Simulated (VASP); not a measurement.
# AlN (F-43m) in VASP: further runs

The runs below take AlN through single point, with PBE, r2SCAN.

Program: VASP 6.6.1. These are calculated values, not measurements. Logs are shortened: lines on timing, memory, paths and dates and some standing lists are left out, and cuts for length are marked.

## Step 1: The cell of the first run

The structure is cubic, space group F-43m (No. 216). Conventional cell: a = 4.370 Å, b = 4.370 Å, c = 4.370 Å, α = 90.00°, β = 90.00°, γ = 90.00°. Within 2.5 Å of Al (site symmetry -43m) lie 4 N at 1.89 Å. Within 2.5 Å of N (site symmetry -43m) lie 4 Al at 1.89 Å.

## Step 2: Single point, PBE

Contents of INCAR:

```
SYSTEM = AlN
PREC = Accurate
ENCUT = 520
EDIFF = 1E-6
ISMEAR = 0
SIGMA = 0.01
LREAL = .False.
LASPH = .True.
NELM = 80
ALGO = Normal
ISIF = 2
LWAVE = .False.
LCHARG = .True.
GGA = PE
LELF = .True.
LVHAR = .True.
NBANDS = 11
```

Contents of KPOINTS:

```
regular mesh
0
Gamma
  10 10 10
  0 0 0
```

Contents of POSCAR:

```
AlN
1.0
    0.0000000000      2.1848764834      2.1848764834
    2.1848764834      0.0000000000      2.1848764834
    2.1848764834      2.1848764834      0.0000000000
Al N
1 1
Direct
    0.0000000000      0.0000000000      0.0000000000
    0.7500000000      0.7500000000      0.7500000000
```

Potentials or basis: VASP PAW PBE potentials, release 64 (Al, N).

The run is started by

```bash
> cat potpaw_PBE.64/Al/POTCAR potpaw_PBE.64/N/POTCAR > POTCAR
> mpirun -np 1 vasp_std > vasp.out
```

OUTCAR:

```text
SYSTEM = AlN
   PREC = Accurate
   ENCUT = 520
   EDIFF = 1E-6
   ISMEAR = 0
   LREAL = .False.
   LASPH = .True.
   NELM = 80
   ISIF = 2
   GGA = PE

 ion  position               nearest neighbor table
   1  0.000  0.000  0.000-   2 1.89   2 1.89   2 1.89   2 1.89
   2  0.750  0.750  0.750-   1 1.89   1 1.89   1 1.89   1 1.89

  LATTYP: Found a face centered cubic cell.
 ALAT       =     4.3697529668

  Lattice vectors:

 A1 = (   0.0000000000,   2.1848764834,   2.1848764834)
 A2 = (   2.1848764834,   0.0000000000,   2.1848764834)
 A3 = (   2.1848764834,   2.1848764834,   0.0000000000)

Analysis of symmetry for initial positions (statically):
=====================================================================
 Subroutine PRICEL returns:
 Original cell was already a primitive cell.

 Routine SETGRP: Setting up the symmetry group for a
 face centered cubic supercell.

 Subroutine GETGRP returns: Found 24 space group operations
 (whereof 24 operations were pure point group operations)
 out of a pool of 48 trial point group operations.

The static configuration has the point symmetry T_d .

Analysis of symmetry for dynamics (positions and initial velocities):
=====================================================================
 Subroutine PRICEL returns:
 Original cell was already a primitive cell.

 Routine SETGRP: Setting up the symmetry group for a
 face centered cubic supercell.

 Subroutine GETGRP returns: Found 24 space group operations
 (whereof 24 operations were pure point group operations)
 out of a pool of 48 trial point group operations.

The dynamic configuration has the point symmetry T_d .

 Subroutine INISYM returns: Found 24 space group operations
 (whereof 24 operations are pure point group operations),
 and found     1 'primitive' translations

----------------------------------------------------------------------------------------

                                     Primitive cell

  volume of cell :      20.8598

  direct lattice vectors                    reciprocal lattice vectors
     0.000000000  2.184876483  2.184876483    -0.228845888  0.228845888  0.228845888
     2.184876483  0.000000000  2.184876483     0.228845888 -0.228845888  0.228845888
     2.184876483  2.184876483  0.000000000     0.228845888  0.228845888 -0.228845888

  length of vectors
     3.089881955  3.089881955  3.089881955     0.396372706  0.396372706  0.396372706

  position of ions in fractional coordinates (direct lattice)
     0.000000000  0.000000000  0.000000000
     0.750000000  0.750000000  0.750000000

  ion indices of the primitive-cell ions
   primitive index   ion index
                 1           1
                 2           2

----------------------------------------------------------------------------------------

 KPOINTS: regular mesh

Automatic generation of k-mesh.
 Grid dimensions read from file:
 generate k-points for:   10   10   10

 Generating k-lattice:

  Cartesian coordinates                     Fractional coordinates (reciprocal lattice)
    -0.022884589  0.022884589  0.022884589     0.100000000  0.000000000  0.000000000
     0.022884589 -0.022884589  0.022884589     0.000000000  0.100000000  0.000000000
     0.022884589  0.022884589 -0.022884589     0.000000000  0.000000000  0.100000000

  Length of vectors
     0.039637271  0.039637271  0.039637271

  Shift w.r.t. Gamma in fractional coordinates (k-lattice)
     0.000000000  0.000000000  0.000000000

 Subroutine IBZKPT returns following result:
 ===========================================

 Found     47 irreducible k-points:

 Following reciprocal coordinates:
            Coordinates               Weight
  0.000000  0.000000  0.000000      1.000000
  0.100000  0.000000  0.000000      8.000000
  0.200000  0.000000  0.000000      8.000000
  0.300000  0.000000  0.000000      8.000000
  0.400000  0.000000  0.000000      8.000000
  0.500000  0.000000  0.000000      4.000000
[... 16 lines left out ...]
  0.300000  0.300000  0.000000      6.000000
  0.400000  0.300000  0.000000     24.000000
 [... further k-points ...]
   k-points           NKPTS =     47   k-points in BZ     NKDIM =     47   number of bands    NBANDS=     11
   number of dos      NEDOS =    301   number of ions     NIONS =      2
   total plane-waves  NPLWV =  13824
   dimension x,y,z NGX =    24 NGY =   24 NGZ =   24
   dimension x,y,z NGXF=    48 NGYF=   48 NGZF=   48
   ions per type =               1   1
   NGX,Y,Z   is equivalent  to a cutoff of  12.91, 12.91, 12.91 a.u.
   NGXF,Y,Z  is equivalent  to a cutoff of  25.83, 25.83, 25.83 a.u.
 SYSTEM =  AlN
   PREC   = accura    normal or accurate (medium, high low for compatibility)
   ISTART =      0    job   : 0-new  1-cont  2-samecut
   ICHARG =      2    charge: 1-file 2-atom 10-const
   ISPIN  =      1    spin polarized calculation?
   LNONCOLLINEAR =      F non collinear calculations
   LSORBIT =      F    spin-orbit coupling
   LASPH  =      T    aspherical Exc in radial PAW
   ENCUT  =  520.0 eV  38.22 Ry    6.18 a.u.   5.75  5.75  5.75*2*pi/ulx,y,z
   NELM   =     80;   NELMIN=  2; NELMDL= -5     # of ELM steps
   EDIFF  = 0.1E-05   stopping-criterion for ELM
   LREAL  =      F    real-space projection
   EDIFFG = 0.1E-04   stopping-criterion for IOM
   NSW    =      0    number of steps for IOM
   IBRION =     -1    ionic relax: 0-MD 1-quasi-New 2-CG
   NFREE  =      0    steps in history (QN), initial steepest desc. (CG)
   ISIF   =      2    stress and relaxation
   ISYM   =      2    0-nonsym 1-usesym 2-fastsym
   POTIM  = 0.5000    time-step for ionic-motion
   TEBEG  =    0.0;   TEEND  =   0.0 temperature during run
   PSTRESS=    0.0 pullay stress
   NELECT =       8.0000    total number of electrons
   NUPDOWN=      -1.0000    fix difference up-down
   EMIN   =  10.00;   EMAX   =-10.00  energy-range for DOS
   EFERMI =   0.00;   METHOD = LEGACY
   ISMEAR =     0;   SIGMA  =   0.01  broadening in eV -4-tet -1-fermi 0-gaus
   EFERMI_NEDOS =   21; number of points for ismear=-14 and -15
   IALGO  =     38    algorithm
   IMIX   =      4    mixing-type and parameters
     AMIX     =   0.40;   BMIX     =  1.00
     AMIX_MAG =   1.60;   BMIX_MAG =  1.00
  volume/ion in A,a.u.               =      10.43        70.38
  Fermi-wavevector in a.u.,A,eV,Ry     =   1.189418  2.247675 19.248377  1.414716
  Thomas-Fermi vector in A             =   2.325526
   LORBIT       =      0    0 simple, 1 ext, 2 COOP (PROOUT), +10 PAW based schemes
   GGA     = PE    functional components
   LHFCALC =     F    Hartree Fock is set to
   AEXX    =    0.0000 exact exchange contribution
   IVDW    =     0    specifies the selected vdW correction
   LEPSILON=     F    determine dielectric tensor
   LRPA    =     F    only Hartree local field effects (RPA)
 non-spin polarized calculation
 Gauss-broadening in eV      SIGMA  =   0.01
  energy-cutoff  :      520.00
  volume of cell :       20.86
 maximum number of plane-waves:       588
   NGX = 11   NGY = 11   NGZ = 11

 number of electron       8.0000000 magnetization

 Free energy of the ion-electron system (eV)
  ---------------------------------------------------
  ext. energy  EPLUGINS =         0.00000000
  ---------------------------------------------------
  free energy    TOTEN  =       -14.84117533 eV

  energy without entropy =      -14.84117533  energy(sigma->0) =      -14.84117533

 E-fermi :   6.1057     XC(G=0): -10.9284

 val. band max:        5.9585755709   @ k =   0.0000   0.0000   0.0000
 cond. band min:       9.2756718707   @ k =   0.5000   0.5000   0.0000
 fundamental gap:      3.3170962998
 Fermi energy:         6.1056716089

 k-point     1 :       0.0000    0.0000    0.0000
  band No.  band energies     occupation
      1      -9.0151      2.00000
      2       5.9586      2.00000
      3       5.9586      2.00000
      4       5.9586      2.00000
      5      10.1437      0.00000
      6      18.5069      0.00000
      7      18.5069      0.00000
      8      18.5069      0.00000
      9      23.6376      0.00000
     10      23.6376      0.00000
     11      25.0371      0.00000

 k-point     2 :       0.1000    0.0000    0.0000
  band No.  band energies     occupation
      1      -8.8690      2.00000
      2       5.1475      2.00000
      3       5.9070      2.00000
      4       5.9070      2.00000
      5      10.8046      0.00000
      6      18.1184      0.00000
      7      18.6406      0.00000
      8      18.6406      0.00000
      9      22.3821      0.00000
     10      22.3821      0.00000
     11      24.2490      0.00000

 k-point     3 :       0.2000    0.0000    0.0000
  band No.  band energies     occupation
      1      -8.4531      2.00000
      2       3.5443      2.00000
      3       5.7784      2.00000
      4       5.7784      2.00000
      5      11.9292      0.00000
      6      17.3178      0.00000
      7      18.5716      0.00000
      8      18.5716      0.00000
      9      21.8502      0.00000
     10      21.8502      0.00000
     11      23.3788      0.00000

 k-point     4 :       0.3000    0.0000    0.0000
  band No.  band energies     occupation
      1      -7.8489      2.00000
      2       1.9007      2.00000
      3       5.6309      2.00000
      4       5.6309      2.00000
      5      12.7724      0.00000
      6      16.5592      0.00000
      7      17.9129      0.00000
      8      17.9129      0.00000
      9      22.9067      0.00000
     10      22.9067      0.00000
     11      23.1885      0.00000
[... 239 lines left out ...]
 k-point    22 :      -0.2000    0.2000    0.0000
  band No.  band energies     occupation
      1      -7.6504      2.00000
      2       2.2033      2.00000
      3       4.2700      2.00000
      4       5.7045      2.00000
      5      13.5104      0.00000
      6      15.9079      0.00000
      7      17.3487      0.00000
      8      18.4523      0.00000
      9      20.9252      0.00000
     10      24.3894      0.00000
     11      27.3040      0.00000

 k-point    23 :       0.3000    0.3000    0.0000
  band No.  band energies     occupation
      1      -7.4735      2.00000
      2       2.4455      2.00000
      3       4.7204      2.00000
      4       4.7204      2.00000
      5      11.2846      0.00000
      6      15.6530      0.00000
      7      17.8289      0.00000
      8      20.4469      0.00000
      9      20.4469      0.00000
     10      26.3321      0.00000
     11      29.7132      0.00000

 k-point    24 :       0.4000    0.3000    0.0000
  band No.  band energies     occupation
      1      -7.0116      2.00000
      2       1.8127      2.00000
      3       4.2587      2.00000
      4       4.5570      2.00000
      5      10.8717      0.00000
      6      15.4860      0.00000
      7      18.1968      0.00000
      8      20.5340      0.00000
      9      21.0430      0.00000
     10      27.2580      0.00000
     11      29.5024      0.00000

 [... further k-points ...]
[... 5 lines left out ...]
  --------------------------------------------------------------------------------------
  -------------------------------------------------------------------------------------
  Total        0.5634920      0.5634920      0.5634920     -0.0000000      0.0000000      0.0000000
  in kB       43.2800392     43.2800392     43.2800392     -0.0000000      0.0000000      0.0000000
  external PRESSURE =      43.2800392 kB  Pullay stress =       0.0000000 kB

 VOLUME and BASIS-vectors are now :
 -----------------------------------------------------------------------------
  energy-cutoff  :      520.00
  volume of cell :       20.86
      direct lattice vectors                 reciprocal lattice vectors
     0.000000000  2.184876483  2.184876483    -0.228845888  0.228845888  0.228845888
     2.184876483  0.000000000  2.184876483     0.228845888 -0.228845888  0.228845888
     2.184876483  2.184876483  0.000000000     0.228845888  0.228845888 -0.228845888

 POSITION                                       TOTAL-FORCE (eV/Angst)
 -----------------------------------------------------------------------------------
      0.00000      0.00000      0.00000         0.000000      0.000000     -0.000000
      3.27731      3.27731      3.27731        -0.000000     -0.000000      0.000000
 -----------------------------------------------------------------------------------
    total drift:                               -0.000000     -0.000000     -0.000000

  FREE ENERGIE OF THE ION-ELECTRON SYSTEM (eV)
  ---------------------------------------------------
  free  energy   TOTEN  =       -14.8411753305 eV

  energy  without entropy=      -14.8411753305  energy(sigma->0) =      -14.84117533
```

Wall time 22 s (1 thread of AMD EPYC 7R13, shared host); peak memory 0.11 GiB.

What came out:

- Free energy: -14.8412 eV
- Pressure: 4.3 GPa
- Band gap on the k mesh: 3.32 eV, indirect (least direct gap 4.19 eV)

A k mesh can miss the band edges. Expect the measured gap to be larger: semilocal functionals such as PBE lack the derivative discontinuity.

[end of part 1 of 2]
